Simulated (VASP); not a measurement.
# BaS (Fm-3m) in VASP: notebook

The runs below take BaS through electric field gradients, with LDA.

All numbers are computed with VASP 6.6.1; they aren't measurements. Logs are shortened: lines on timing, memory, paths and dates and some standing lists are left out, and cuts for length are marked.

**1. The cell of the first run**

The structure is cubic, space group Fm-3m (No. 225). Conventional cell: a = 6.451 Å, b = 6.451 Å, c = 6.451 Å, α = 90.00°, β = 90.00°, γ = 90.00°. Ba (site symmetry m-3m) has 6 S at 3.23 Å within 4.2 Å. Within 4.2 Å of S (site symmetry m-3m) lie 6 Ba at 3.23 Å.

**2. Electric field gradients, LDA**

Input file INCAR:

```
SYSTEM = BaS
PREC = Accurate ; ENCUT = 520
EDIFF = 1E-8 ; ISMEAR = -1
SIGMA = 0.03 ; LREAL = .FALSE.
LASPH = .TRUE. ; NELM = 60
ALGO = Normal ; ISIF = 2
LWAVE = .FALSE. ; LCHARG = .FALSE.
GGA = CA ; LEFG = .TRUE.
NBANDS = 15
```

Input file KPOINTS:

```
Automatic mesh
0
G
  8 8 8
  0 0 0
```

Input file POSCAR:

```
BaS
1.0
    0.0000000000      3.2256756180      3.2256756180
    3.2256756180      0.0000000000      3.2256756180
    3.2256756180      3.2256756180      0.0000000000
Ba S
1 1
Direct
    0.0000000000      0.0000000000      0.0000000000
    0.5000000000      0.5000000000      0.5000000000
```

Potentials or basis: VASP PAW LDA potentials, release 64 (Ba_sv, S).

Command:

```console
$ cat potpaw_LDA.64/Ba_sv/POTCAR potpaw_LDA.64/S/POTCAR > POTCAR
$ mpirun -np 1 vasp_std > vasp.out
```

OUTCAR:

```text
SYSTEM = BaS
   PREC = Accurate
   ENCUT = 520
   EDIFF = 1E-8
   ISMEAR = -1
   LREAL = .FALSE.
   LASPH = .TRUE.
   NELM = 60
   ISIF = 2
   GGA = CA

 ion  position               nearest neighbor table
   1  0.000  0.000  0.000-   2 3.23   2 3.23   2 3.23   2 3.23   2 3.23   2 3.23
   2  0.500  0.500  0.500-   1 3.23   1 3.23   1 3.23   1 3.23   1 3.23   1 3.23

  LATTYP: Found a face centered cubic cell.
 ALAT       =     6.4513512360

  Lattice vectors:

 A1 = (   0.0000000000,   3.2256756180,   3.2256756180)
 A2 = (   3.2256756180,   0.0000000000,   3.2256756180)
 A3 = (   3.2256756180,   3.2256756180,   0.0000000000)

Analysis of symmetry for initial positions (statically):
=====================================================================
 Subroutine PRICEL returns:
 Original cell was already a primitive cell.

 Routine SETGRP: Setting up the symmetry group for a
 face centered cubic supercell.

 Subroutine GETGRP returns: Found 48 space group operations
 (whereof 48 operations were pure point group operations)
 out of a pool of 48 trial point group operations.

The static configuration has the point symmetry O_h .

Analysis of symmetry for dynamics (positions and initial velocities):
=====================================================================
 Subroutine PRICEL returns:
 Original cell was already a primitive cell.

 Routine SETGRP: Setting up the symmetry group for a
 face centered cubic supercell.

 Subroutine GETGRP returns: Found 48 space group operations
 (whereof 48 operations were pure point group operations)
 out of a pool of 48 trial point group operations.

The dynamic configuration has the point symmetry O_h .

 Subroutine INISYM returns: Found 48 space group operations
 (whereof 48 operations are pure point group operations),
 and found     1 'primitive' translations

----------------------------------------------------------------------------------------

                                     Primitive cell

  volume of cell :      67.1262

  direct lattice vectors                    reciprocal lattice vectors
     0.000000000  3.225675618  3.225675618    -0.155006287  0.155006287  0.155006287
     3.225675618  0.000000000  3.225675618     0.155006287 -0.155006287  0.155006287
     3.225675618  3.225675618  0.000000000     0.155006287  0.155006287 -0.155006287

  length of vectors
     4.561794207  4.561794207  4.561794207     0.268478764  0.268478764  0.268478764

  position of ions in fractional coordinates (direct lattice)
     0.000000000  0.000000000  0.000000000
     0.500000000  0.500000000  0.500000000

  ion indices of the primitive-cell ions
   primitive index   ion index
                 1           1
                 2           2

----------------------------------------------------------------------------------------

 KPOINTS: Automatic mesh

Automatic generation of k-mesh.
 Grid dimensions read from file:
 generate k-points for:    8    8    8

 Generating k-lattice:

  Cartesian coordinates                     Fractional coordinates (reciprocal lattice)
    -0.019375786  0.019375786  0.019375786     0.125000000  0.000000000  0.000000000
     0.019375786 -0.019375786  0.019375786     0.000000000  0.125000000  0.000000000
     0.019375786  0.019375786 -0.019375786     0.000000000  0.000000000  0.125000000

  Length of vectors
     0.033559846  0.033559846  0.033559846

  Shift w.r.t. Gamma in fractional coordinates (k-lattice)
     0.000000000  0.000000000  0.000000000

 Subroutine IBZKPT returns following result:
 ===========================================

 Found     29 irreducible k-points:

 Following reciprocal coordinates:
            Coordinates               Weight
  0.000000  0.000000  0.000000      1.000000
  0.125000  0.000000  0.000000      8.000000
  0.250000  0.000000  0.000000      8.000000
  0.375000  0.000000  0.000000      8.000000
  0.500000  0.000000  0.000000      4.000000
  0.125000  0.125000  0.000000      6.000000
[... 16 lines left out ...]
  0.500000  0.250000  0.125000     48.000000
 -0.375000  0.250000  0.125000     24.000000
 [... further k-points ...]
   k-points           NKPTS =     29   k-points in BZ     NKDIM =     29   number of bands    NBANDS=     15
   number of dos      NEDOS =    301   number of ions     NIONS =      2
   total plane-waves  NPLWV =  46656
   dimension x,y,z NGX =    36 NGY =   36 NGZ =   36
   dimension x,y,z NGXF=    72 NGYF=   72 NGZF=   72
   ions per type =               1   1
   NGX,Y,Z   is equivalent  to a cutoff of  13.12, 13.12, 13.12 a.u.
   NGXF,Y,Z  is equivalent  to a cutoff of  26.24, 26.24, 26.24 a.u.
 SYSTEM =  BaS
   PREC   = accura    normal or accurate (medium, high low for compatibility)
   ISTART =      0    job   : 0-new  1-cont  2-samecut
   ICHARG =      2    charge: 1-file 2-atom 10-const
   ISPIN  =      1    spin polarized calculation?
   LNONCOLLINEAR =      F non collinear calculations
   LSORBIT =      F    spin-orbit coupling
   LASPH  =      T    aspherical Exc in radial PAW
   ENCUT  =  520.0 eV  38.22 Ry    6.18 a.u.   8.48  8.48  8.48*2*pi/ulx,y,z
   NELM   =     60;   NELMIN=  2; NELMDL= -5     # of ELM steps
   EDIFF  = 0.1E-07   stopping-criterion for ELM
   LREAL  =      F    real-space projection
   EDIFFG = 0.1E-06   stopping-criterion for IOM
   NSW    =      0    number of steps for IOM
   IBRION =     -1    ionic relax: 0-MD 1-quasi-New 2-CG
   NFREE  =      0    steps in history (QN), initial steepest desc. (CG)
   ISIF   =      2    stress and relaxation
   ISYM   =      2    0-nonsym 1-usesym 2-fastsym
   POTIM  = 0.5000    time-step for ionic-motion
   TEBEG  =    0.0;   TEEND  =   0.0 temperature during run
   PSTRESS=    0.0 pullay stress
   NELECT =      16.0000    total number of electrons
   NUPDOWN=      -1.0000    fix difference up-down
   EMIN   =  10.00;   EMAX   =-10.00  energy-range for DOS
   EFERMI =   0.00;   METHOD = LEGACY
   ISMEAR =    -1;   SIGMA  =   0.03  broadening in eV -4-tet -1-fermi 0-gaus
   EFERMI_NEDOS =   21; number of points for ismear=-14 and -15
   IALGO  =     38    algorithm
   IMIX   =      4    mixing-type and parameters
     AMIX     =   0.40;   BMIX     =  1.00
     AMIX_MAG =   1.60;   BMIX_MAG =  1.00
  volume/ion in A,a.u.               =      33.56       226.49
  Fermi-wavevector in a.u.,A,eV,Ry     =   1.015042  1.918152 14.018230  1.030311
  Thomas-Fermi vector in A             =   2.148305
   LORBIT       =      0    0 simple, 1 ext, 2 COOP (PROOUT), +10 PAW based schemes
   GGA     = CA    functional components
   LHFCALC =     F    Hartree Fock is set to
   AEXX    =    0.0000 exact exchange contribution
   IVDW    =     0    specifies the selected vdW correction
   LEPSILON=     F    determine dielectric tensor
   LRPA    =     F    only Hartree local field effects (RPA)
 non-spin polarized calculation
  energy-cutoff  :      520.00
  volume of cell :       67.13
 maximum number of plane-waves:      1832
 NGX is ok and might be reduce to    36
   NGX = 17   NGY = 17   NGZ = 17

 number of electron      16.0000001 magnetization

 Free energy of the ion-electron system (eV)
  ---------------------------------------------------
  ext. energy  EPLUGINS =         0.00000000
  ---------------------------------------------------
  free energy    TOTEN  =       -11.13013869 eV

  energy without entropy =      -11.13013869  energy(sigma->0) =      -11.13013869

 E-fermi :   1.7451     XC(G=0):  -8.8717

 val. band max:        1.0851483019   @ k =   0.0000   0.0000   0.0000
 cond. band min:       3.0380734345   @ k =   0.5000   0.5000   0.0000
 fundamental gap:      1.9529251326
 Fermi energy:         1.7450539860

 k-point     1 :       0.0000    0.0000    0.0000
  band No.  band energies     occupation
      1     -25.0067      2.00000
      2     -10.0829      2.00000
      3     -10.0829      2.00000
      4     -10.0829      2.00000
      5      -9.1849      2.00000
      6       1.0851      2.00000
      7       1.0851      2.00000
      8       1.0851      2.00000
      9       4.2554      0.00000
     10       4.7818      0.00000
     11       4.7818      0.00000
     12       4.7818      0.00000
     13       5.7341      0.00000
     14       5.7341      0.00000
[... 401 lines left out ...]
      2     -10.9247      2.00000
      3     -10.2659      2.00000
      4     -10.1819      2.00000
      5      -8.3250      2.00000
      6      -0.4154      2.00000
      7       0.2309      2.00000
      8       0.2949      2.00000
      9       5.5511      0.00000
     10       5.7376      0.00000
     11       7.4909      0.00000
     12       7.6709      0.00000
     13       8.6446      0.00000
     14       9.5675      0.00000
     15      10.1101      0.00000

 [... further k-points ...]

------------------------ aborting loop because EDIFF is reached ----------------------------------------

  FORCE on cell =-STRESS in cart. coord.  units (eV):
  Direction    XX          YY          ZZ          XY          YZ          ZX
  --------------------------------------------------------------------------------------
  -------------------------------------------------------------------------------------
  Total       -1.2576040     -1.2576040     -1.2576040      0.0000000      0.0000000      0.0000000
  in kB      -30.0166641    -30.0166641    -30.0166641      0.0000000      0.0000000      0.0000000
  external PRESSURE =     -30.0166641 kB  Pullay stress =       0.0000000 kB

 VOLUME and BASIS-vectors are now :
 -----------------------------------------------------------------------------
  energy-cutoff  :      520.00
  volume of cell :       67.13
      direct lattice vectors                 reciprocal lattice vectors
     0.000000000  3.225675618  3.225675618    -0.155006287  0.155006287  0.155006287
     3.225675618  0.000000000  3.225675618     0.155006287 -0.155006287  0.155006287
     3.225675618  3.225675618  0.000000000     0.155006287  0.155006287 -0.155006287

 POSITION                                       TOTAL-FORCE (eV/Angst)
 -----------------------------------------------------------------------------------
      0.00000      0.00000      0.00000        -0.000000      0.000000      0.000000
      3.22568      3.22568      3.22568         0.000000     -0.000000     -0.000000
 -----------------------------------------------------------------------------------
    total drift:                                0.000000      0.000000      0.000000

  FREE ENERGIE OF THE ION-ELECTRON SYSTEM (eV)
  ---------------------------------------------------
  free  energy   TOTEN  =       -11.1301386859 eV

  energy  without entropy=      -11.1301386859  energy(sigma->0) =      -11.13013869

 Electric field gradients (V/A^2)
---------------------------------------------------------------------
 ion       V_xx      V_yy      V_zz      V_xy      V_xz      V_yz
---------------------------------------------------------------------
   1       0.000     0.000     0.000     0.000     0.000     0.000
   2       0.000     0.000     0.000     0.000     0.000     0.000
---------------------------------------------------------------------

 Electric field gradients after diagonalization (V/A^2)
 (convention: |V_zz| > |V_xx| > |V_yy|)
----------------------------------------------------------------------
 ion       V_xx      V_yy      V_zz     asymmetry (V_yy - V_xx)/ V_zz
----------------------------------------------------------------------
   1      -0.000    -0.000     0.000       0.000
   2      -0.000    -0.000     0.000       0.000
----------------------------------------------------------------------

           NMR quadrupolar parameters

 Cq : quadrupolar parameter    Cq=e*Q*V_zz/h
 eta: asymmetry parameters     (V_yy - V_xx)/ V_zz
 Q  : nuclear electric quadrupole moment in mb (millibarn)
----------------------------------------------------------------------
 ion       Cq(MHz)       eta       Q (mb)
----------------------------------------------------------------------
   1       0.000       0.000       1.000
   2       0.000       0.000       1.000
----------------------------------------------------------------------
```

Run time: 29 s. Hardware: 1 thread of Intel Xeon Platinum 8259CL at 2.50GHz (Skylake/Cascade Lake), shared host; peak memory 0.18 GiB.

Results:

| Item | Value |
| --- | --- |
| Free energy | -11.1301 eV |
| Pressure | -3.0 GPa |
| Band gap on the k mesh | 1.95 eV, indirect (least direct gap 2.11 eV) |

Levels at points of the mesh, in eV from the valence-band top:
```
           k point  band 5  band 6  band 7  band 8  band 9  band 10  band 11  band 12
(0.00, 0.00, 0.00)  -10.27    0.00    0.00    0.00    3.17     3.70     3.70     3.70
(0.50, 0.00, 0.00)   -9.13   -1.95   -1.06   -1.06    5.29     5.38     6.06     6.06
(0.50, 0.50, 0.00)  -10.17   -0.57   -0.15   -0.15    1.95     5.66     5.78     7.25
```

Caveat: without QUAD_EFG the Cq values of the log hold for a quadrupole moment of 1 mb, not for the nuclei; spin-orbit coupling is left out, which moves the levels of the heavy elements. Expect the measured gap to be larger: semilocal functionals such as LDA lack the derivative discontinuity.

**3. Electric field gradients, LDA**

Input file INCAR:

```
SYSTEM = BaS
PREC = Accurate
ENCUT = 520
EDIFF = 1E-8
ISMEAR = -1
SIGMA = 0.03
LREAL = .FALSE.
LASPH = .TRUE.
NELM = 60
ALGO = Normal
ISIF = 2
LWAVE = .FALSE.
LCHARG = .FALSE.
LEFG = .TRUE.
ISYM = 0
NBANDS = 15
```

Input file KPOINTS:

```
Automatic mesh
0
Gamma
  8 8 8
  0.5 0.5 0.5
```

POSCAR is that of step 2.

Potentials or basis: VASP PAW LDA potentials, release 64 (Ba_sv, S).

Command:

```console
$ cat potpaw_LDA.64/Ba_sv/POTCAR potpaw_LDA.64/S/POTCAR > POTCAR
$ mpirun -np 1 vasp_std > vasp.out
```

OUTCAR:

```text
SYSTEM = BaS
   PREC = Accurate
   ENCUT = 520
   EDIFF = 1E-8
   ISMEAR = -1
   LREAL = .FALSE.
   LASPH = .TRUE.
   NELM = 60
   ISIF = 2
   ISYM = 0

 ion  position               nearest neighbor table
   1  0.000  0.000  0.000-   2 3.23   2 3.23   2 3.23   2 3.23   2 3.23   2 3.23
   2  0.500  0.500  0.500-   1 3.23   1 3.23   1 3.23   1 3.23   1 3.23   1 3.23

IMPORTANT INFORMATION: All symmetrisations will be switched off!
NOSYMM: (Re-)initialisation of all symmetry stuff for point group C_1.

----------------------------------------------------------------------------------------

                                     Primitive cell
[... 611 lines left out ...]

 Electric field gradients (V/A^2)
---------------------------------------------------------------------
 ion       V_xx      V_yy      V_zz      V_xy      V_xz      V_yz
---------------------------------------------------------------------
   1       0.000    -0.000    -0.000     0.000     0.000     0.000
   2      -0.000     0.000     0.000     0.000     0.000     0.000
---------------------------------------------------------------------

 Electric field gradients after diagonalization (V/A^2)
 (convention: |V_zz| > |V_xx| > |V_yy|)
----------------------------------------------------------------------
 ion       V_xx      V_yy      V_zz     asymmetry (V_yy - V_xx)/ V_zz
----------------------------------------------------------------------
   1      -0.000    -0.000     0.000       0.007
   2      -0.000    -0.000     0.000       0.015
----------------------------------------------------------------------

           NMR quadrupolar parameters

 Cq : quadrupolar parameter    Cq=e*Q*V_zz/h
 eta: asymmetry parameters     (V_yy - V_xx)/ V_zz
 Q  : nuclear electric quadrupole moment in mb (millibarn)
----------------------------------------------------------------------
 ion       Cq(MHz)       eta       Q (mb)
----------------------------------------------------------------------
   1       0.000       0.007       1.000
   2       0.000       0.015       1.000
----------------------------------------------------------------------
```

It took 15 min on 1 thread of Intel Xeon Platinum 8259CL at 2.50GHz (Skylake/Cascade Lake), shared host; peak memory 1 GiB.

What came out:

- Free energy: -11.1302 eV
- Pressure: -3.0 GPa
- Band gap on the k mesh: 2.11 eV, indirect (least direct gap 2.25 eV)

Levels at points of the mesh, in eV from the valence-band top:
| k point | band 4 | band 5 | band 6 | band 7 | band 8 | band 9 | band 10 | band 11 | band 12 | band 13 |
| --- | --- | --- | --- | --- | --- | --- | --- | --- | --- | --- |
| (0.06, 0.06, 0.06) | -11.11 | -10.13 | -0.07 | 0.00 | 0.00 | 3.38 | 3.76 | 3.81 | 3.81 | 4.82 |

Caveat: without QUAD_EFG the Cq values of the log hold for a quadrupole moment of 1 mb, not for the nuclei; spin-orbit coupling is left out, which moves the levels of the heavy elements. A k mesh can miss the band edges.
